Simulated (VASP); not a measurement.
# MgS (I4/mmm) in VASP: single point with r2SCAN

Aim: the single point of MgS with r2SCAN.

Program: VASP 6.6.1. These are calculated values, not measurements. Logs are shortened: lines on timing, memory, paths and dates and some standing lists are left out, and cuts for length are marked.

## Step 1: The cell of the first run

It takes space group I4/mmm (No. 139, tetragonal). Conventional cell: a = 3.604 Å, b = 3.604 Å, c = 5.268 Å, α = 90.00°, β = 90.00°, γ = 90.00°. Within 3.4 Å of Mg (site symmetry 4/mmm) lie 6 S at 2.55 to 2.63 Å. S (site symmetry 4/mmm) has 6 Mg at 2.55 to 2.63 Å within 3.4 Å.

## Step 2: Single point, r2SCAN (epitaxial xy strain -2.0%)

The input, POSCAR:

```
MgS
1.0
    0.0000000000      2.5481866262      2.6339136872
    2.5481866262      0.0000000000      2.6339136872
    2.5481866262      2.5481866262      0.0000000000
Mg S
1 1
Direct
    0.0000000000      0.0000000000      0.0000000000
    0.5000000000      0.5000000000      0.5000000000
```

The input, INCAR.step1:

```
PREC = Accurate
ENCUT = 920
ISMEAR = 0
SIGMA = 0.01
LREAL = F
LASPH = T
NELM = 120
NBANDS = 15
GGA = PE
ALGO = Normal
EDIFF = 1E-5
LWAVE = T
LCHARG = F
GGA_COMPAT = F
```

The input, INCAR.step2:

```
PREC = Accurate
ENCUT = 920
EDIFF = 1E-6
ISMEAR = 0
SIGMA = 0.01
LREAL = F
LASPH = T
NELM = 120
ALGO = Normal
ISIF = 2
LWAVE = F
LCHARG = F
METAGGA = R2SCAN
LMIXTAU = T
NBANDS = 15
ISTART = 1
GGA_COMPAT = F
```

The input, KPOINTS:

```
regular mesh
0
Gamma
  8 8 8
```

Potentials or basis: VASP PAW PBE potentials, release 64 (Mg_sv, S).

Command:

```
$ cat potpaw_PBE.64/Mg_sv/POTCAR potpaw_PBE.64/S/POTCAR > POTCAR
$ cp INCAR.step1 INCAR
$ mpirun -np 1 vasp_std > vasp.out
$ cp INCAR.step2 INCAR
$ mpirun -np 1 vasp_std > vasp.out
```

OUTCAR:

```text
PREC = Accurate
   ENCUT = 920
   EDIFF = 1E-6
   ISMEAR = 0
   LREAL = F
   LASPH = T
   NELM = 120
   ISIF = 2
   METAGGA = R2SCAN
   ISTART = 1

 ion  position               nearest neighbor table
   1  0.000  0.000  0.000-
   2  0.500  0.500  0.500-

  LATTYP: Found a body centered tetragonal cell.
 ALAT       =     3.6036800862
 C/A-ratio  =     1.4617910714

  Lattice vectors:

 A1 = (  -2.5481866262,   0.0000000000,   2.6339136872)
 A2 = (   2.5481866262,   0.0000000000,   2.6339136872)
 A3 = (   0.0000000000,   2.5481866262,  -2.6339136872)

Analysis of symmetry for initial positions (statically):
=====================================================================
 Subroutine PRICEL returns:
 Original cell was already a primitive cell.

 Routine SETGRP: Setting up the symmetry group for a
 body centered tetragonal supercell.

 Subroutine GETGRP returns: Found 16 space group operations
 (whereof 16 operations were pure point group operations)
 out of a pool of 16 trial point group operations.

The static configuration has the point symmetry D_4h.

Analysis of symmetry for dynamics (positions and initial velocities):
=====================================================================
 Subroutine PRICEL returns:
 Original cell was already a primitive cell.

 Routine SETGRP: Setting up the symmetry group for a
 body centered tetragonal supercell.

 Subroutine GETGRP returns: Found 16 space group operations
 (whereof 16 operations were pure point group operations)
 out of a pool of 16 trial point group operations.

The dynamic configuration has the point symmetry D_4h.

 Subroutine INISYM returns: Found 16 space group operations
 (whereof 16 operations are pure point group operations),
 and found     1 'primitive' translations

----------------------------------------------------------------------------------------

                                     Primitive cell

  volume of cell :      34.2053

  direct lattice vectors                    reciprocal lattice vectors
     0.000000000  2.548186626  2.633913687    -0.196217967  0.196217967  0.189831581
     2.548186626  0.000000000  2.633913687     0.196217967 -0.196217967  0.189831581
     2.548186626  2.548186626  0.000000000     0.196217967  0.196217967 -0.189831581

  length of vectors
     3.664799639  3.664799639  3.603680086     0.336212746  0.336212746  0.336212746

  position of ions in fractional coordinates (direct lattice)
     0.000000000  0.000000000  0.000000000
     0.500000000  0.500000000  0.500000000

  ion indices of the primitive-cell ions
   primitive index   ion index
                 1           1
                 2           2

----------------------------------------------------------------------------------------

 KPOINTS: regular mesh

Automatic generation of k-mesh.
 Grid dimensions read from file:
 generate k-points for:    8    8    8

 Generating k-lattice:

  Cartesian coordinates                     Fractional coordinates (reciprocal lattice)
    -0.024527246  0.024527246  0.023728948     0.125000000  0.000000000  0.000000000
     0.024527246 -0.024527246  0.023728948     0.000000000  0.125000000  0.000000000
     0.024527246  0.024527246 -0.023728948    -0.000000000 -0.000000000  0.125000000

  Length of vectors
     0.042026593  0.042026593  0.042026593

  Shift w.r.t. Gamma in fractional coordinates (k-lattice)
     0.000000000  0.000000000  0.000000000

 Subroutine IBZKPT returns following result:
 ===========================================

 Found     59 irreducible k-points:

 Following reciprocal coordinates:
            Coordinates               Weight
  0.000000  0.000000  0.000000      1.000000
  0.125000  0.000000  0.000000      8.000000
  0.250000  0.000000  0.000000      8.000000
  0.375000 -0.000000  0.000000      8.000000
  0.500000  0.000000  0.000000      4.000000
  0.125000  0.125000  0.000000      2.000000
[... 16 lines left out ...]
  0.250000  0.000000  0.125000     16.000000
  0.375000 -0.000000  0.125000     16.000000
 [... further k-points ...]
   k-points           NKPTS =     59   k-points in BZ     NKDIM =     59   number of bands    NBANDS=     15
   number of dos      NEDOS =    301   number of ions     NIONS =      2
   total plane-waves  NPLWV =  46656
   dimension x,y,z NGX =    36 NGY =   36 NGZ =   36
   dimension x,y,z NGXF=    72 NGYF=   72 NGZF=   72
   ions per type =               1   1
   NGX,Y,Z   is equivalent  to a cutoff of  16.33, 16.33, 16.61 a.u.
   NGXF,Y,Z  is equivalent  to a cutoff of  32.66, 32.66, 33.22 a.u.
 SYSTEM =  unknown system
   PREC   = accura    normal or accurate (medium, high low for compatibility)
   ISTART =      1    job   : 0-new  1-cont  2-samecut
   ICHARG =      0    charge: 1-file 2-atom 10-const
   ISPIN  =      1    spin polarized calculation?
   LNONCOLLINEAR =      F non collinear calculations
   LSORBIT =      F    spin-orbit coupling
   LASPH  =      T    aspherical Exc in radial PAW
   ENCUT  =  920.0 eV  67.62 Ry    8.22 a.u.   9.06  9.06  8.91*2*pi/ulx,y,z
   NELM   =    120;   NELMIN=  2; NELMDL=  0     # of ELM steps
   EDIFF  = 0.1E-05   stopping-criterion for ELM
   LREAL  =      F    real-space projection
   EDIFFG = 0.1E-04   stopping-criterion for IOM
   NSW    =      0    number of steps for IOM
   IBRION =     -1    ionic relax: 0-MD 1-quasi-New 2-CG
   NFREE  =      0    steps in history (QN), initial steepest desc. (CG)
   ISIF   =      2    stress and relaxation
   ISYM   =      2    0-nonsym 1-usesym 2-fastsym
   POTIM  = 0.5000    time-step for ionic-motion
   TEBEG  =    0.0;   TEEND  =   0.0 temperature during run
   PSTRESS=    0.0 pullay stress
   NELECT =      16.0000    total number of electrons
   NUPDOWN=      -1.0000    fix difference up-down
   EMIN   =  10.00;   EMAX   =-10.00  energy-range for DOS
   EFERMI =   0.00;   METHOD = LEGACY
   ISMEAR =     0;   SIGMA  =   0.01  broadening in eV -4-tet -1-fermi 0-gaus
   EFERMI_NEDOS =   21; number of points for ismear=-14 and -15
   IALGO  =     38    algorithm
   IMIX   =      4    mixing-type and parameters
     AMIX     =   0.40;   BMIX     =  1.00
     AMIX_MAG =   1.60;   BMIX_MAG =  1.00
  volume/ion in A,a.u.               =      17.10       115.41
  Fermi-wavevector in a.u.,A,eV,Ry     =   1.270818  2.401499 21.973129  1.614979
  Thomas-Fermi vector in A             =   2.403785
   LORBIT       =      0    0 simple, 1 ext, 2 COOP (PROOUT), +10 PAW based schemes
   METAGGA = R2SCAN    functional components
   LHFCALC =     F    Hartree Fock is set to
   AEXX    =    0.0000 exact exchange contribution
   IVDW    =     0    specifies the selected vdW correction
   LEPSILON=     F    determine dielectric tensor
   LRPA    =     F    only Hartree local field effects (RPA)
 non-spin polarized calculation
 Gauss-broadening in eV      SIGMA  =   0.01
  energy-cutoff  :      920.00
  volume of cell :       34.21
 maximum number of plane-waves:      2191
   NGX = 19   NGY = 19   NGZ = 17

 number of electron      15.9999993 magnetization

 Free energy of the ion-electron system (eV)
  ---------------------------------------------------
  ext. energy  EPLUGINS =         0.00000000
  ---------------------------------------------------
  free energy    TOTEN  =       -15.52909144 eV

  energy without entropy =      -15.52909144  energy(sigma->0) =      -15.52909144

 E-fermi :   3.9826     XC(G=0): -10.4651

 val. band max:        3.7023748780   @ k =   0.0000   0.0000   0.0000
 cond. band min:       7.1192375358   @ k =   0.5000   0.0000   0.5000
 fundamental gap:      3.4168626578
 Fermi energy:         3.9825568874

 k-point     1 :       0.0000    0.0000    0.0000
  band No.  band energies     occupation
      1     -73.9120      2.00000
      2     -39.0287      2.00000
      3     -39.0158      2.00000
      4     -39.0158      2.00000
      5      -9.7396      2.00000
      6       3.5709      2.00000
      7       3.5709      2.00000
      8       3.7024      2.00000
      9       8.5195      0.00000
     10      11.8891      0.00000
     11      12.2526      0.00000
     12      12.2526      0.00000
     13      14.3568      0.00000
     14      14.8360      0.00000
     15      17.2365      0.00000

 k-point     2 :       0.1250    0.0000    0.0000
  band No.  band energies     occupation
      1     -73.9120      2.00000
      2     -39.0291      2.00000
      3     -39.0166      2.00000
      4     -39.0159      2.00000
      5      -9.5764      2.00000
      6       2.5787      2.00000
      7       3.4758      2.00000
      8       3.5327      2.00000
      9       9.2531      0.00000
     10      11.8731      0.00000
     11      12.2796      0.00000
     12      12.5456      0.00000
     13      13.8687      0.00000
     14      14.2271      0.00000
     15      17.6559      0.00000

 k-point     3 :       0.2500    0.0000    0.0000
  band No.  band energies     occupation
      1     -73.9119      2.00000
      2     -39.0303      2.00000
      3     -39.0185      2.00000
      4     -39.0161      2.00000
      5      -9.1346      2.00000
      6       0.7454      2.00000
      7       3.2457      2.00000
      8       3.2669      2.00000
      9       9.4392      0.00000
     10      11.8966      0.00000
     11      12.3054      0.00000
     12      12.9497      0.00000
     13      14.6370      0.00000
     14      14.6806      0.00000
     15      16.8969      0.00000
[... 343 lines left out ...]
 k-point    23 :       0.2500    0.0000    0.1250
  band No.  band energies     occupation
      1     -73.9119      2.00000
      2     -39.0298      2.00000
      3     -39.0186      2.00000
      4     -39.0165      2.00000
      5      -9.1643      2.00000
      6       1.2312      2.00000
      7       2.9221      2.00000
      8       3.0594      2.00000
      9      10.0355      0.00000
     10      11.1369      0.00000
     11      11.9379      0.00000
     12      13.0124      0.00000
     13      14.2357      0.00000
     14      15.3723      0.00000
     15      18.3004      0.00000

 k-point    24 :       0.3750   -0.0000    0.1250
  band No.  band energies     occupation
      1     -73.9118      2.00000
      2     -39.0311      2.00000
      3     -39.0203      2.00000
      4     -39.0168      2.00000
      5      -8.6486      2.00000
      6      -0.2905      2.00000
      7       2.6657      2.00000
      8       2.7378      2.00000
      9       9.6079      0.00000
     10      11.1003      0.00000
     11      12.2969      0.00000
     12      12.7992      0.00000
     13      16.1961      0.00000
     14      17.3462      0.00000
     15      17.9005      0.00000

 [... further k-points ...]

------------------------ aborting loop because EDIFF is reached ----------------------------------------

  FORCE on cell =-STRESS in cart. coord.  units (eV):
  Direction    XX          YY          ZZ          XY          YZ          ZX
  --------------------------------------------------------------------------------------
  -------------------------------------------------------------------------------------
  Total        0.8693504      0.8693504      0.0254937      0.0000000      0.0000000      0.0000000
  in kB       40.7203451     40.7203451      1.1941221      0.0000000      0.0000000      0.0000000
  external PRESSURE =      27.5449375 kB  Pullay stress =       0.0000000 kB

 VOLUME and BASIS-vectors are now :
 -----------------------------------------------------------------------------
  energy-cutoff  :      920.00
  volume of cell :       34.21
      direct lattice vectors                 reciprocal lattice vectors
     0.000000000  2.548186626  2.633913687    -0.196217967  0.196217967  0.189831581
     2.548186626  0.000000000  2.633913687     0.196217967 -0.196217967  0.189831581
     2.548186626  2.548186626  0.000000000     0.196217967  0.196217967 -0.189831581

 POSITION                                       TOTAL-FORCE (eV/Angst)
 -----------------------------------------------------------------------------------
      0.00000      0.00000      0.00000         0.000000     -0.000000      0.000000
      2.54819      2.54819      2.63391        -0.000000      0.000000     -0.000000
 -----------------------------------------------------------------------------------
    total drift:                                0.000000      0.000000      0.000000

  FREE ENERGIE OF THE ION-ELECTRON SYSTEM (eV)
  ---------------------------------------------------
  free  energy   TOTEN  =       -15.5290914377 eV

  energy  without entropy=      -15.5290914377  energy(sigma->0) =      -15.52909144
```

Wall time 2.9 min (1 thread of Intel Xeon Platinum 8375C at 2.90GHz (Ice Lake), shared host); peak memory 0.25 GiB.

Results:

```yaml
Free_energy: -15.5291 eV
Pressure: 2.8 GPa
Band_gap_on_the_k_mesh: 3.42 eV (least direct gap 4.82 eV)
```

Caveat: the cell differs from its parent crystal (epitaxial xy strain -2.0%); the PAW data sets were made with another functional, which shifts forces and pressure a little.
